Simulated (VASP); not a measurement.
Set up this calculation in VASP 6.6.1, as the native input.

* Task: relaxation of cell and atoms
* Functional: BLYP
* Potentials or basis: VASP PAW PBE potentials, release 64 (Ti_sv)
* Cutoff: 600 eV
* k mesh: 7 × 7 × 9
* Occupations: fermi-dirac, width 0.05 eV
* Spin: no spin polarisation
* Dipole correction: no
* Further INCAR settings: ALGO = Normal; EDIFF = 1e-06; IBRION = 2; EDIFFG = -0.005; NSW = 80; ISIF = 3

The structure of Ti lies in POSCAR:

```
Ti
1.0
    4.5673748306      0.0000000000      0.0000000000
   -2.2836874153      3.9554626319      0.0000000000
    0.0000000000      0.0000000000      2.8262442700
Ti
3
Direct
    0.6666666667      0.3333333333      0.5000000000
    0.3333333333      0.6666666667      0.5000000000
    0.0000000000      0.0000000000      0.0000000000
```

This isn't the form of Ti at room conditions, which is hcp.

One way to write it, as run:

INCAR

```
  PREC = Accurate
  ENCUT = 600
  EDIFF = 1E-6
  ISMEAR = -1
  SIGMA = 0.05
  LREAL = F
  LASPH = T
  NELM = 60
  ALGO = Normal
  ISIF = 3
  LWAVE = F
  LCHARG = F
  GGA = B5
  ALDAX = 1.0
  AGGAX = 1.0
  AGGAC = 1.0
  ALDAC = 0.0
  IBRION = 2
  NSW = 80
  EDIFFG = -0.005
```

KPOINTS

```
regular mesh
0
Gamma
  7 7 9
```

Potentials or basis: VASP PAW PBE potentials, release 64 (Ti_sv).

The run is started by

```bash
$ cat potpaw_PBE.64/Ti_sv/POTCAR > POTCAR
$ mpirun -np 1 vasp_std > vasp.out
```

It gave:

The relaxed volume is 17.55 Å³/atom. The relaxed cell is a = 4.613 Å, b = 4.613 Å, c = 2.857 Å, α = 90.00°, β = 90.00°, γ = 120.00°, the space group after relaxing (to 0.1 Å) is P6/mmm (No. 191) and the energy gained by relaxing is 5.4 meV/atom. The ionic steps are 3. The pressure after relaxing is 0.0 GPa and the band gap on the k mesh is zero (bands 18 and 19 overlap by 0.23 eV).

Caveat: the PAW data sets were made with another functional, which shifts forces and pressure a little.

Wall time 3.5 min on 1 thread of Intel Xeon 8259CL (shared host), peak memory 0.2 GiB.
